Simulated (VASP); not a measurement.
# Al16Co in VASP: a series of runs

Al16Co is run at these levels: PBE+D3(BJ); tasks: single point.

Program: VASP 6.6.1. These are calculated values, not measurements. Logs are shortened: lines on timing, memory, paths and dates and some standing lists are left out, and cuts for length are marked.

## 1. The cell of the first run

The cell holds a slab with vacuum, 17 atoms: a = 8.100 Å, b = 5.728 Å, c = 17.296 Å, α = 90.00°, β = 90.00°, γ = 90.00°.

## 2. Single point, PBE+D3(BJ), collinear spin, zero start

INCAR reads:

```
SYSTEM = Al16Co
ALGO = Normal
EDIFF = 1E-7
ENCUT = 520
GGA = PE
ISIF = 2
ISMEAR = 0
ISPIN = 2
IVDW = 12
LASPH = .True.
LCHARG = .True.
LELF = .True.
LMAXMIX = 4
LORBIT = 11
LREAL = Auto
LVHAR = .True.
LWAVE = .False.
MAGMOM = 0 0 0 0 0 0 0 0 0 0 0 0 0 0 0 0 0
NBANDS = 46
NELM = 150
PREC = Accurate
SIGMA = 0.1
```

KPOINTS reads:

```
k-points
0
Gamma
  3 4 1
  0 0 0
```

POSCAR reads:

```
Al16Co
1.0
    8.1000000000      0.0000000000      0.0000000000
    0.0000000000      5.7275650000      0.0000000000
    0.0000000000      0.0000000000     17.2956740000
Al Co
16 1
Direct
    0.2500000000      0.2499999564      0.0578179260
    0.7500000000      0.2499999564      0.0578179260
    0.2500000000      0.7500000436      0.0578179260
    0.7500000000      0.7500000436      0.0578179260
    0.0061567901     -0.0111076871      0.1369583516
    0.4938607407     -0.0110233581      0.1369548825
    0.0070402469      0.4977680742      0.1346750060
    0.4929929630      0.4978281346      0.1346813660
    0.2500503704      0.2456808434      0.2272890319
    0.7500128395      0.2105774443      0.2060243504
    0.2500718519      0.7680368534      0.2373412565
    0.7500697531      0.6965771667      0.2250725239
   -0.0386822222      0.0067665753      0.3060764790
    0.5388343210      0.0066880079      0.3061130199
    0.0049204938      0.5034198652      0.3015217562
    0.4952262963      0.5033699312      0.3015170730
    0.7500569136      0.3154892175      0.3298322459
```

Potentials or basis: VASP PAW PBE potentials, release 64 (Al, Co).

Command:

```console
cat potpaw_PBE.64/Al/POTCAR potpaw_PBE.64/Co/POTCAR > POTCAR
mpirun -np 1 vasp_std > vasp.out
```

OUTCAR:

```text
SYSTEM = Al16Co
   EDIFF = 1E-7
   ENCUT = 520
   GGA = PE
   ISIF = 2
   ISMEAR = 0
   ISPIN = 2
   IVDW = 12
   LASPH = .True.
   LORBIT = 11
   LREAL = Auto
   NELM = 150
   PREC = Accurate
 IVDW          = 12

 ion  position               nearest neighbor table
   1  0.250  0.250  0.058-   7 2.77   8 2.77   6 2.83   5 2.83   3 2.86   3 2.86   9 2.93
   2  0.750  0.250  0.058-  10 2.57   7 2.85   8 2.85   4 2.86   4 2.86   6 2.90   5 2.90
   3  0.250  0.750  0.058-   5 2.77   6 2.77   7 2.78   8 2.78   1 2.86   1 2.86  11 3.11
   4  0.750  0.750  0.058-   5 2.84   6 2.84   8 2.86   7 2.86   2 2.86   2 2.86  12 2.91
   5  0.006  0.989  0.137-  10 2.71   3 2.77   7 2.81   1 2.83   4 2.84   2 2.90   7 2.91   9 2.92
                            11 2.92  13 2.95  12 3.07
   6  0.494  0.989  0.137-  10 2.71   3 2.77   8 2.81   1 2.83   4 2.84   2 2.90   8 2.91   9 2.92
                            11 2.92  14 2.95  12 3.07
   7  0.007  0.498  0.135-   1 2.77   3 2.78   5 2.81  12 2.84   2 2.85   4 2.86  15 2.89   5 2.91
                             9 2.92  10 2.93  11 3.07
   8  0.493  0.498  0.135-   1 2.77   3 2.78   6 2.81  12 2.84   2 2.85   4 2.86  16 2.89   6 2.91
                             9 2.92  10 2.93  11 3.07
   9  0.250  0.246  0.227-  11 2.74  15 2.79  16 2.79   6 2.92   5 2.92   8 2.92   7 2.92   1 2.93
                            11 3.00  13 3.03  14 3.03
  10  0.750  0.211  0.206-  17 2.22   2 2.57  14 2.70  13 2.70   6 2.71   5 2.71  12 2.80   7 2.93
                             8 2.93  12 2.96  16 3.13  15 3.13
  11  0.250  0.768  0.237-  15 2.73  16 2.73   9 2.74   6 2.92   5 2.92  13 2.96  14 2.96   9 3.00
                             8 3.07   7 3.07   3 3.11
  12  0.750  0.697  0.225-  15 2.69  16 2.69  10 2.80  14 2.84  17 2.84  13 2.84   7 2.84   8 2.84
                             4 2.91  10 2.96   5 3.07   6 3.07
  13  0.961  0.007  0.306-  17 2.49  10 2.70  12 2.84  15 2.87  15 2.91   5 2.95  11 2.96   9 3.03

  14  0.539  0.007  0.306-  17 2.49  10 2.70  12 2.84  16 2.87  16 2.91   6 2.95  11 2.96   9 3.03

  15  0.005  0.503  0.302-  17 2.38  12 2.69  11 2.73   9 2.79  13 2.87   7 2.89  13 2.91  10 3.13

  16  0.495  0.503  0.302-  17 2.38  12 2.69  11 2.73   9 2.79  14 2.87   8 2.89  14 2.91  10 3.13

  17  0.750  0.315  0.330-  10 2.22  16 2.38  15 2.38  13 2.49  14 2.49  12 2.84

  LATTYP: Found a simple orthorhombic cell.
 ALAT       =     5.7275650000
 B/A-ratio  =     1.4142135445
 C/A-ratio  =     3.0197254854

  Lattice vectors:

 A1 = (   0.0000000000,  -5.7275650000,   0.0000000000)
 A2 = (   8.1000000000,   0.0000000000,   0.0000000000)
 A3 = (   0.0000000000,   0.0000000000,  17.2956740000)

Analysis of symmetry for initial positions (statically):
=====================================================================
 Subroutine PRICEL returns:
 Original cell was already a primitive cell.

 Routine SETGRP: Setting up the symmetry group for a
 simple orthorhombic supercell.

 Subroutine GETGRP returns: Found  1 space group operations
 (whereof  1 operations were pure point group operations)
 out of a pool of  8 trial point group operations.

The static configuration has the point symmetry C_1 .

Analysis of symmetry for dynamics (positions and initial velocities):
=====================================================================
 Subroutine PRICEL returns:
 Original cell was already a primitive cell.

 Routine SETGRP: Setting up the symmetry group for a
 simple orthorhombic supercell.

 Subroutine GETGRP returns: Found  1 space group operations
 (whereof  1 operations were pure point group operations)
 out of a pool of  8 trial point group operations.

The dynamic configuration has the point symmetry C_1 .

Analysis of structural, dynamic, and magnetic symmetry:
=====================================================================
 Subroutine PRICEL returns:
 Original cell was already a primitive cell.

 Routine SETGRP: Setting up the symmetry group for a
 simple orthorhombic supercell.

 Subroutine GETGRP returns: Found  1 space group operations
 (whereof  1 operations were pure point group operations)
 out of a pool of  8 trial point group operations.

The overall configuration has the point symmetry C_1 .

 Subroutine INISYM returns: Found  1 space group operations
 (whereof  1 operations are pure point group operations),
 and found     1 'primitive' translations

----------------------------------------------------------------------------------------

[... 96 lines left out ...]
   ISTART =      0    job   : 0-new  1-cont  2-samecut
   ICHARG =      2    charge: 1-file 2-atom 10-const
   ISPIN  =      2    spin polarized calculation?
   LNONCOLLINEAR =      F non collinear calculations
   LSORBIT =      F    spin-orbit coupling
   LASPH  =      T    aspherical Exc in radial PAW
   ENCUT  =  520.0 eV  38.22 Ry    6.18 a.u.  15.06 10.65 32.16*2*pi/ulx,y,z
   NELM   =    150;   NELMIN=  2; NELMDL= -5     # of ELM steps
   EDIFF  = 0.1E-06   stopping-criterion for ELM
   LREAL  =      T    real-space projection
   EDIFFG = 0.1E-05   stopping-criterion for IOM
   NSW    =      0    number of steps for IOM
   IBRION =     -1    ionic relax: 0-MD 1-quasi-New 2-CG
   NFREE  =      0    steps in history (QN), initial steepest desc. (CG)
   ISIF   =      2    stress and relaxation
   ISYM   =      2    0-nonsym 1-usesym 2-fastsym
   POTIM  = 0.5000    time-step for ionic-motion
   TEBEG  =    0.0;   TEEND  =   0.0 temperature during run
   PSTRESS=    0.0 pullay stress
   NELECT =      57.0000    total number of electrons
   NUPDOWN=      -1.0000    fix difference up-down
   EMIN   =  10.00;   EMAX   =-10.00  energy-range for DOS
   EFERMI =   0.00;   METHOD = LEGACY
   ISMEAR =     0;   SIGMA  =   0.10  broadening in eV -4-tet -1-fermi 0-gaus
   EFERMI_NEDOS =   21; number of points for ismear=-14 and -15
   IALGO  =     38    algorithm
   IMIX   =      4    mixing-type and parameters
     AMIX     =   0.40;   BMIX     =  1.00
     AMIX_MAG =   1.60;   BMIX_MAG =  1.00
  volume/ion in A,a.u.               =      47.20       318.52
  Fermi-wavevector in a.u.,A,eV,Ry     =   0.678009  1.281252  6.254551  0.459697
  Thomas-Fermi vector in A             =   1.755786
   LORBIT       =     11    0 simple, 1 ext, 2 COOP (PROOUT), +10 PAW based schemes
   GGA     = PE    functional components
   LHFCALC =     F    Hartree Fock is set to
   AEXX    =    0.0000 exact exchange contribution
   IVDW    =    12    specifies the selected vdW correction
   LEPSILON=     F    determine dielectric tensor
   LRPA    =     F    only Hartree local field effects (RPA)
 spin polarized calculation
 Gauss-broadening in eV      SIGMA  =   0.10
  energy-cutoff  :      520.00
  volume of cell :      802.40
 maximum number of plane-waves:     21630
   NGX = 31   NGY = 21   NGZ = 65

 number of electron      57.0000001 magnetization       0.0000002

 number of electron      57.0000001 magnetization      -0.0000000

 Free energy of the ion-electron system (eV)
  ---------------------------------------------------
  ext. energy  EPLUGINS =         0.00000000
  ---------------------------------------------------
  free energy    TOTEN  =       -61.25354099 eV

  energy without entropy =      -61.21524357  energy(sigma->0) =      -61.23439228

 E-fermi :   0.0908     XC(G=0):  -4.6868

 val. band max:        0.0748658666   @ k =   0.3333   0.5000   0.0000
 cond. band min:       0.1189010543   @ k =   0.0000   0.2500   0.0000
 fundamental gap:      0.0440351877
 Fermi energy:         0.0907811351

 spin component 1

 k-point     1 :       0.0000    0.0000    0.0000
  band No.  band energies     occupation
      1     -10.0955      1.00000
      2      -7.9796      1.00000
      3      -7.8188      1.00000
      4      -7.7912      1.00000
      5      -5.8103      1.00000
      6      -5.7032      1.00000
[... 290 lines left out ...]
     39       2.7954      0.00000
     40       2.8615      0.00000
 Fermi energy:         0.0907811351

 spin component 2

 k-point     1 :       0.0000    0.0000    0.0000
  band No.  band energies     occupation
      1     -10.0955      1.00000
      2      -7.9796      1.00000
      3      -7.8188      1.00000
      4      -7.7912      1.00000
      5      -5.8103      1.00000
      6      -5.7032      1.00000
[... 290 lines left out ...]
     39       2.7954      0.00000
     40       2.8615      0.00000
 [bands above 40 left out]

------------------------ aborting loop because EDIFF is reached ----------------------------------------

 Edisp (eV)   -3.57999

 E8    (eV) :    -1.6783

  FORCE on cell =-STRESS in cart. coord.  units (eV):
  Direction    XX          YY          ZZ          XY          YZ          ZX
  --------------------------------------------------------------------------------------
  -------------------------------------------------------------------------------------
  Total      -8.65263   -15.73787    -0.52290    -0.00175     0.48870    -0.00134
  in kB     -17.27691   -31.42419    -1.04409    -0.00350     0.97580    -0.00267
  external pressure =      -16.58 kB  Pullay stress =        0.00 kB

 VOLUME and BASIS-vectors are now :
 -----------------------------------------------------------------------------
  energy-cutoff  :      520.00
  volume of cell :      802.40
      direct lattice vectors                 reciprocal lattice vectors
     8.100000000  0.000000000  0.000000000     0.123456790  0.000000000  0.000000000
     0.000000000  5.727565000  0.000000000     0.000000000  0.174594265  0.000000000
     0.000000000  0.000000000 17.295674000     0.000000000  0.000000000  0.057817926

 POSITION                                       TOTAL-FORCE (eV/Angst)
 -----------------------------------------------------------------------------------
      2.02500      1.43189      1.00000         0.000134     -0.058815      0.234642
      6.07500      1.43189      1.00000         0.000051     -0.056735     -0.510141
      2.02500      4.29567      1.00000         0.000438      0.060620      0.173390
      6.07500      4.29567      1.00000        -0.000183     -0.064993      0.199698
      0.04987      5.66395      2.36879        -0.011552      0.009912      0.009522
      4.00027      5.66443      2.36873         0.012489      0.009381      0.008741
[... 9 lines left out ...]
      4.01133      2.88308      5.21494        -0.024327      0.008691     -0.023407
      6.07546      1.80699      5.70467         0.001105      0.059569      0.026714
 -----------------------------------------------------------------------------------
    total drift:                                0.001009      0.001789     -0.009903

  FREE ENERGIE OF THE ION-ELECTRON SYSTEM (eV)
  ---------------------------------------------------
  free  energy   TOTEN  =       -64.8335321745 eV

  energy  without entropy=      -64.7952347585  energy(sigma->0) =      -64.81438347

 total charge

# of ion       s       p       d       tot
------------------------------------------
    1        0.460   0.302   0.000   0.762
    2        0.469   0.300   0.000   0.769
    3        0.471   0.293   0.000   0.763
    4        0.470   0.285   0.000   0.755
    5        0.436   0.329   0.000   0.764
    6        0.436   0.329   0.000   0.764
[... 9 lines left out ...]
   16        0.457   0.329   0.000   0.785
   17        0.442   0.351   7.534   8.327
--------------------------------------------------
tot          7.625   5.470   7.534  20.630

 magnetization (x)

# of ion       s       p       d       tot
------------------------------------------
    1        0.000   0.000   0.000   0.000
    2        0.000   0.000   0.000   0.000
    3        0.000   0.000   0.000   0.000
    4        0.000   0.000   0.000   0.000
    5        0.000   0.000   0.000   0.000
    6       -0.000  -0.000   0.000  -0.000
[... 9 lines left out ...]
   16        0.000   0.000   0.000   0.000
   17        0.000  -0.000  -0.000  -0.000
--------------------------------------------------
tot          0.000   0.000  -0.000   0.000
```

Run time: 13 min. Hardware: 1 thread of AMD EPYC 9R45 (Zen 5), shared host; peak memory 1.2 GiB.

What came out:

```yaml
Free_energy: -64.8335 eV
Largest_force: 0.513 eV/Å
Net_moment: 0.00 μB per cell
Valence_electrons_inside_the_program's_atomic_spheres: Al 0.76, 0.77, 0.82, 0.75, 0.79 (each value once); Co 8.33
Dispersion_energy_per_atom: -0.211 eV
```

Forces on the atoms (eV/Å):
```
Al   0.000 -0.059  0.235
Al   0.000 -0.057 -0.510
Al   0.000  0.061  0.173
Al   0.000 -0.065  0.200
Al  -0.012  0.010  0.010
Al   0.012  0.009  0.009
Al  -0.012  0.006  0.008
Al   0.011  0.006  0.007
Al  -0.001  0.005 -0.002
Al   0.000 -0.027 -0.011
Al   0.000  0.009 -0.027
Al   0.000  0.005 -0.028
Al   0.043  0.010 -0.021
Al  -0.043  0.010 -0.021
Al   0.024  0.008 -0.024
Al  -0.024  0.009 -0.023
Co   0.001  0.060  0.027
```

Levels at points of the mesh, in eV from the Fermi level:
Spin up:
| k point | band 25 | band 26 | band 27 | band 28 | band 29 | band 30 | band 31 | band 32 |
| --- | --- | --- | --- | --- | --- | --- | --- | --- |
| (0.00, 0.00, 0.00) | -0.90 | -0.59 | -0.54 | -0.44 | -0.30 | -0.16 | 0.12 | 0.24 |
| (0.00, 0.50, 0.00) | -0.57 | -0.55 | -0.29 | -0.02 | 0.20 | 0.65 | 0.73 | 1.13 |
Spin down:
| k point | band 25 | band 26 | band 27 | band 28 | band 29 | band 30 | band 31 | band 32 |
| --- | --- | --- | --- | --- | --- | --- | --- | --- |
| (0.00, 0.00, 0.00) | -0.90 | -0.59 | -0.54 | -0.44 | -0.30 | -0.16 | 0.12 | 0.24 |
| (0.00, 0.50, 0.00) | -0.57 | -0.55 | -0.29 | -0.02 | 0.20 | 0.65 | 0.73 | 1.13 |

## 3. Single point, PBE+D3(BJ), collinear spin, zero start

INCAR reads:

```
SYSTEM = Al16Co
  PREC = Accurate
  ENCUT = 520
  EDIFF = 1E-6
  ISMEAR = 0
  SIGMA = 0.1
  LREAL = Auto
  LASPH = .True.
  NELM = 150
  ALGO = Normal
  ISIF = 2
  LWAVE = .False.
  LCHARG = .True.
  ISPIN = 2
  MAGMOM = 0 0 0 0 0 0 0 0 0 0 0 0 0 0 0 0 0
  LORBIT = 11
  LMAXMIX = 4
  GGA = PE
  IVDW = 12
  LELF = .True.
  LVHAR = .True.
  NBANDS = 46
```

KPOINTS reads:

```
regular mesh
0
Gamma
  3 4 1
  0 0 0
```

POSCAR reads:

```
Al16Co
1.0
    8.1000000000      0.0000000000      0.0000000000
    0.0000000000      5.7275650000      0.0000000000
    0.0000000000      0.0000000000     17.2956740000
Al Co
16 1
Direct
    0.2500000000      0.2499999564      0.0578179260
    0.7500000000      0.2499999564      0.0578179260
    0.2500000000      0.7500000436      0.0578179260
    0.7500000000      0.7500000436      0.0578179260
    0.0005413580     -0.0029155496      0.1335103795
    0.4994601235     -0.0029296918      0.1335074308
    0.0053620988      0.5023740455      0.1315357817
    0.4946403704      0.5023618239      0.1315345097
    0.2500017284      0.2485937741      0.2213657010
    0.7499976543      0.2285843984      0.2085444025
    0.2500049383      0.7727206937      0.2247932633
    0.7500014815      0.7252900665      0.2261452777
   -0.0195802469      0.0311846308      0.3001306569
    0.5195802469      0.0311619336      0.3001282286
    0.0186169136      0.5209335905      0.2959484551
    0.4813916049      0.5209150835      0.2959486285
    0.7500027160      0.4011322438      0.3234832016
```

Potentials or basis: VASP PAW PBE potentials, release 64 (Al, Co).

Command:

```console
cat potpaw_PBE.64/Al/POTCAR potpaw_PBE.64/Co/POTCAR > POTCAR
mpirun -np 1 vasp_std > vasp.out
```

Wall time 12 min (1 thread of AMD EPYC 9R45 (Zen 5), shared host); peak memory 1.2 GiB.

Results (log left out):

| Quantity | Value |
| --- | --- |
| Free energy | -64.7009 eV |
| Largest force | 0.481 eV/Å |
| Net moment | 0.00 μB per cell |
| Valence electrons inside the program's atomic spheres | Al 0.77, 0.76, 0.78, 0.82, 0.75, 0.79 (each value once); Co 8.30 |
| Dispersion energy per atom | -0.213 eV |

Forces on the atoms (eV/Å):
```
Al   0.000 -0.042  0.047
Al   0.000  0.028 -0.471
Al   0.000  0.180  0.056
Al   0.000 -0.067  0.179
Al   0.018 -0.012  0.012
Al  -0.018 -0.012  0.012
Al   0.003  0.012  0.018
Al  -0.003  0.012  0.018
Al   0.000  0.050  0.023
Al   0.000 -0.119 -0.172
Al   0.000  0.052  0.073
Al   0.000 -0.121  0.102
Al  -0.084  0.148  0.013
Al   0.084  0.148  0.013
Al  -0.036  0.112  0.029
Al   0.035  0.112  0.029
Co   0.000 -0.480  0.018
```

Levels at points of the mesh, in eV from the Fermi level:
Spin up:
| k point | band 25 | band 26 | band 27 | band 28 | band 29 | band 30 | band 31 | band 32 |
| --- | --- | --- | --- | --- | --- | --- | --- | --- |
| (0.00, 0.00, 0.00) | -0.91 | -0.64 | -0.49 | -0.40 | -0.36 | -0.14 | 0.16 | 0.17 |
| (0.00, 0.50, 0.00) | -0.62 | -0.59 | -0.31 | 0.02 | 0.16 | 0.58 | 0.69 | 1.10 |
Spin down:
```
           k point  band 25  band 26  band 27  band 28  band 29  band 30  band 31  band 32
(0.00, 0.00, 0.00)    -0.91    -0.64    -0.49    -0.40    -0.36    -0.14     0.16     0.17
(0.00, 0.50, 0.00)    -0.62    -0.59    -0.31     0.02     0.16     0.58     0.69     1.10
```
